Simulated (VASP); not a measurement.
# Co: single point with PBE

Crystal: Co.

```
CELL_PARAMETERS angstrom
2.48736 0.00000 0.00000
-1.24368 2.15412 0.00000
0.00000 0.00000 4.06329
ATOMIC_POSITIONS crystal
Co 0.33333 0.66667 0.74014
Co 0.66667 0.33333 0.25986
```

```
Program                : VASP 6.6.1
Task                   : single point
Functional             : PBE
Potentials or basis    : VASP PAW PBE potentials, release 64 (Co_sv)
Cutoff                 : 600 eV
k mesh                 : 12 × 12 × 7
Occupations            : fermi-dirac, width 0.05 eV
Spin                   : collinear spin, ferromagnetic start
Starting moments       : [2.0, 2.0] μB
Dipole correction      : no
Further INCAR settings : ALGO = Normal; EDIFF = 1e-06; NBANDS = 28
```

| Item | Value |
| --- | --- |
| Pressure | -3.1 GPa |
| Largest force | 0.494 eV/Å |
| Net moment | 3.27 μB per cell |
| Site moments | Co +1.71 μB |
| Valence electrons inside the program's atomic spheres | Co 15.05 |

Forces on the atoms (eV/Å):
```
Co   0.000  0.000  0.494
Co   0.000  0.000 -0.494
```

Stress tensor (GPa, compression positive):
```
-2.19  0.00  0.00
 0.00 -2.19  0.00
 0.00  0.00 -5.06
```

Levels at points of the mesh, in eV from the Fermi level:
Spin up:
```tsv
k point	band 17	band 18	band 19	band 20	band 21	band 22
(0.00, 0.00, 0.00)	-1.94	-0.86	-0.86	-0.26	6.07	21.90
(0.50, 0.00, 0.00)	-0.70	-0.53	1.25	3.27	9.36	10.32
```
Spin down:
```
           k point  band 12  band 13  band 14  band 15  band 16  band 17  band 18  band 19
(0.00, 0.00, 0.00)    -0.97    -0.97    -0.66    -0.66    -0.30    -0.09    -0.09     1.06
(0.50, 0.00, 0.00)    -1.87    -1.10    -1.07    -0.65     1.21     1.31     1.37     2.52
```

It took 65 s on 1 thread of Intel(R) Xeon(R) 6975P-C (Granite Rapids), with other jobs on the host, peak memory 0.22 GiB.

Caveat: the cell stands under tension.
